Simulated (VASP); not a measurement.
# B (I4_1/amd) in VASP: single point with PBE

Aim: the single point of B with PBE.

All numbers are computed with VASP 6.6.1; they aren't measurements. Logs are shortened: lines on timing, memory, paths and dates and some standing lists are left out, and cuts for length are marked.

## 1. The cell of the first run

Symmetry: I4_1/amd, No. 141, tetragonal system. Conventional cell: a = 3.564 Å, b = 3.564 Å, c = 4.903 Å, α = 90.00°, β = 90.00°, γ = 90.00°. B (site symmetry 2/m) has 6 B at 1.76 to 1.78 Å within 2.3 Å.

## 2. Single point, PBE

Input file INCAR:

```
SYSTEM = B
PREC     = Accurate       ! precision mode
ENCUT    = 520            ! plane-wave cutoff, eV
EDIFF    = 1E-6           ! SCF threshold, eV
ISMEAR   = 0              ! smearing method
SIGMA    = 0.1            ! smearing width, eV
LREAL    = .False.        ! projectors in reciprocal space
LASPH    = .True.         ! aspherical terms in the spheres
NELM     = 100            ! most SCF steps
ALGO     = Normal         ! electronic algorithm
ISIF     = 2              ! what is computed and relaxed
LWAVE    = .False.        ! write WAVECAR
LCHARG   = .False.        ! write CHGCAR
GGA      = PE             ! functional
NBANDS   = 14             ! bands
```

Input file KPOINTS:

```
regular mesh
0
Gamma
  6 6 6
  0 0 0
```

Input file POSCAR:

```
B
1.0
   -1.7817604830      1.7817604830      2.4515945619
    1.7817604830     -1.7817604830      2.4515945619
    1.7817604830      1.7817604830     -2.4515945619
B
4
Direct
    0.3750000000      0.1250000000      0.7500000000
    0.8750000000      0.6250000000      0.2500000000
    0.3750000000      0.6250000000      0.7500000000
    0.3750000000      0.6250000000      0.2500000000
```

Potentials or basis: VASP PAW PBE potentials, release 64 (B).

On the command line:

```console
$ cat potpaw_PBE.64/B/POTCAR > POTCAR
$ mpirun -np 1 vasp_std > vasp.out
```

OUTCAR:

```text
SYSTEM = B
   PREC = Accurate
   ENCUT = 520
   EDIFF = 1E-6
   ISMEAR = 0
   LREAL = .False.
   LASPH = .True.
   NELM = 100
   ISIF = 2
   GGA = PE

 ion  position               nearest neighbor table
   1  0.375  0.125  0.750-   2 1.76   3 1.76   3 1.76   2 1.76   4 1.78   4 1.78
   2  0.875  0.625  0.250-   1 1.76   4 1.76   4 1.76   1 1.76   3 1.78   3 1.78
   3  0.375  0.625  0.750-   1 1.76   4 1.76   4 1.76   1 1.76   2 1.78   2 1.78
   4  0.375  0.625  0.250-   2 1.76   3 1.76   3 1.76   2 1.76   1 1.78   1 1.78

  LATTYP: Found a body centered tetragonal cell.
 ALAT       =     3.5635209660
 C/A-ratio  =     1.3759394628

  Lattice vectors:

 A1 = (  -1.7817604830,   1.7817604830,   2.4515945619)
 A2 = (   1.7817604830,  -1.7817604830,   2.4515945619)
 A3 = (   1.7817604830,   1.7817604830,  -2.4515945619)

Analysis of symmetry for initial positions (statically):
=====================================================================
 Subroutine PRICEL returns:
 Original cell was already a primitive cell.

 Routine SETGRP: Setting up the symmetry group for a
 body centered tetragonal supercell.

 Subroutine GETGRP returns: Found 16 space group operations
 (whereof  8 operations were pure point group operations)
 out of a pool of 16 trial point group operations.

The static configuration has the point symmetry D_2d.
 The point group associated with its full space group is D_4h.

Analysis of symmetry for dynamics (positions and initial velocities):
=====================================================================
 Subroutine PRICEL returns:
 Original cell was already a primitive cell.

 Routine SETGRP: Setting up the symmetry group for a
 body centered tetragonal supercell.

 Subroutine GETGRP returns: Found 16 space group operations
 (whereof  8 operations were pure point group operations)
 out of a pool of 16 trial point group operations.

The dynamic configuration has the point symmetry D_2d.
 The point group associated with its full space group is D_4h.

 Subroutine INISYM returns: Found 16 space group operations
 (whereof  8 operations are pure point group operations),
 and found     1 'primitive' translations

----------------------------------------------------------------------------------------

                                     Primitive cell

  volume of cell :      31.1320

  direct lattice vectors                    reciprocal lattice vectors
    -1.781760483  1.781760483  2.451594562     0.000000000  0.280621332  0.203948894
     1.781760483 -1.781760483  2.451594562     0.280621332  0.000000000  0.203948894
[... 106 lines left out ...]
   IALGO  =     38    algorithm
   IMIX   =      4    mixing-type and parameters
     AMIX     =   0.40;   BMIX     =  1.00
     AMIX_MAG =   1.60;   BMIX_MAG =  1.00
  volume/ion in A,a.u.               =       7.78        52.52
  Fermi-wavevector in a.u.,A,eV,Ry     =   1.191423  2.251464 19.313332  1.419490
  Thomas-Fermi vector in A             =   2.327485
   LORBIT       =      0    0 simple, 1 ext, 2 COOP (PROOUT), +10 PAW based schemes
   GGA     = PE    functional components
   LHFCALC =     F    Hartree Fock is set to
   AEXX    =    0.0000 exact exchange contribution
   IVDW    =     0    specifies the selected vdW correction
   LEPSILON=     F    determine dielectric tensor
   LRPA    =     F    only Hartree local field effects (RPA)
 non-spin polarized calculation
 Gauss-broadening in eV      SIGMA  =   0.10
  energy-cutoff  :      520.00
  volume of cell :       31.13
 maximum number of plane-waves:       869
 NGX is ok and might be reduce to    28
   NGX = 13   NGY = 13   NGZ = 13

 number of electron      12.0000000 magnetization

 Free energy of the ion-electron system (eV)
  ---------------------------------------------------
  ext. energy  EPLUGINS =         0.00000000
  ---------------------------------------------------
  free energy    TOTEN  =       -23.94952637 eV

  energy without entropy =      -23.94575439  energy(sigma->0) =      -23.94764038

 E-fermi :   5.5575     XC(G=0): -11.2725

 val. band max:        5.5007214348   @ k =  -0.1667   0.5000   0.1667
 cond. band min:       5.5945755544   @ k =   0.1667  -0.0000   0.0000
 fundamental gap:      0.0938541196
 Fermi energy:         5.5575491628

 k-point     1 :       0.0000    0.0000    0.0000
  band No.  band energies     occupation
      1     -10.1498      2.00000
      2      -3.8319      2.00000
      3       2.0209      2.00000
      4       2.0209      2.00000
      5       2.1498      2.00000
      6       6.4112      0.00000
      7       7.1229      0.00000
      8       8.0118      0.00000
      9       8.0118      0.00000
     10       8.3141      0.00000
     11      11.8681      0.00000
     12      17.6927      0.00000
     13      17.6927      0.00000
     14      18.6658      0.00000
[... 377 lines left out ...]
      1      -8.9458      2.00000
      2      -4.7699      2.00000
      3      -0.6753      2.00000
      4       1.0718      2.00000
      5       2.4841      2.00000
      6       3.6942      2.00000
      7       6.6466      0.00000
      8       9.0050      0.00000
      9      10.4939      0.00000
     10      11.6080      0.00000
     11      15.7335      0.00000
     12      17.3249      0.00000
     13      17.6781      0.00000
     14      19.7190      0.00000

 [... further k-points ...]

------------------------ aborting loop because EDIFF is reached ----------------------------------------

  FORCE on cell =-STRESS in cart. coord.  units (eV):
  Direction    XX          YY          ZZ          XY          YZ          ZX
  --------------------------------------------------------------------------------------
  -------------------------------------------------------------------------------------
  Total       -0.0040169     -0.0040169      0.0035057      0.0000000      0.0000000      0.0000000
  in kB       -0.2067238     -0.2067238      0.1804174      0.0000000      0.0000000      0.0000000
  external PRESSURE =      -0.0776767 kB  Pullay stress =       0.0000000 kB

 VOLUME and BASIS-vectors are now :
 -----------------------------------------------------------------------------
  energy-cutoff  :      520.00
  volume of cell :       31.13
      direct lattice vectors                 reciprocal lattice vectors
    -1.781760483  1.781760483  2.451594562     0.000000000  0.280621332  0.203948894
     1.781760483 -1.781760483  2.451594562     0.280621332  0.000000000  0.203948894
     1.781760483  1.781760483 -2.451594562     0.280621332  0.280621332  0.000000000

 POSITION                                       TOTAL-FORCE (eV/Angst)
 -----------------------------------------------------------------------------------
      0.89088      1.78176     -0.61290         0.000000      0.000000     -0.000000
     -0.00000      0.89088      3.06449        -0.000000      0.000000      0.000000
      1.78176      0.89088      0.61290        -0.000000     -0.000000     -0.000000
      0.89088     -0.00000      1.83870         0.000000     -0.000000      0.000000
 -----------------------------------------------------------------------------------
    total drift:                                0.000000      0.000000     -0.000000

  FREE ENERGIE OF THE ION-ELECTRON SYSTEM (eV)
  ---------------------------------------------------
  free  energy   TOTEN  =       -23.9495263743 eV

  energy  without entropy=      -23.9457543908  energy(sigma->0) =      -23.94764038
```

OSZICAR:

```text
N       E                     dE             d eps       ncg     rms          rms(c)
DAV:   1     0.156466279729E+02    0.15647E+02   -0.56909E+03   840   0.775E+02
DAV:   2    -0.237133240158E+02   -0.39360E+02   -0.37341E+02  1090   0.156E+02
DAV:   3    -0.248021841081E+02   -0.10889E+01   -0.10831E+01  1164   0.213E+01
DAV:   4    -0.248060999216E+02   -0.39158E-02   -0.39156E-02   954   0.140E+00
DAV:   5    -0.248061224179E+02   -0.22496E-04   -0.22496E-04  1164   0.968E-02    0.498E+00
DAV:   6    -0.241548278609E+02    0.65129E+00   -0.43460E-01  1080   0.382E+00    0.287E+00
DAV:   7    -0.239446224132E+02    0.21021E+00   -0.48580E-01  1104   0.410E+00    0.567E-01
DAV:   8    -0.239494072440E+02   -0.47848E-02   -0.25503E-02   954   0.100E+00    0.561E-02
DAV:   9    -0.239494917965E+02   -0.84552E-04   -0.12839E-04  1104   0.752E-02    0.403E-02
DAV:  10    -0.239495261781E+02   -0.34382E-04   -0.28183E-05  1014   0.365E-02    0.232E-03
DAV:  11    -0.239495263743E+02   -0.19619E-06   -0.55774E-07   848   0.553E-03
   1 F= -.23949526E+02 E0= -.23947640E+02  d E =-.377198E-02
```

Wall time 11 s (1 thread of Intel Xeon Platinum 8488C (Sapphire Rapids), shared host); peak memory 0.14 GiB.

What came out:

- Free energy: -23.9495 eV
- Pressure: 0.0 GPa
- Band gap on the k mesh: zero (band 6 reaches 6.41 eV, above the bottom of band 7 at 3.55 eV)

Caveat: the k points lie up to 0.42 Å⁻¹ apart.
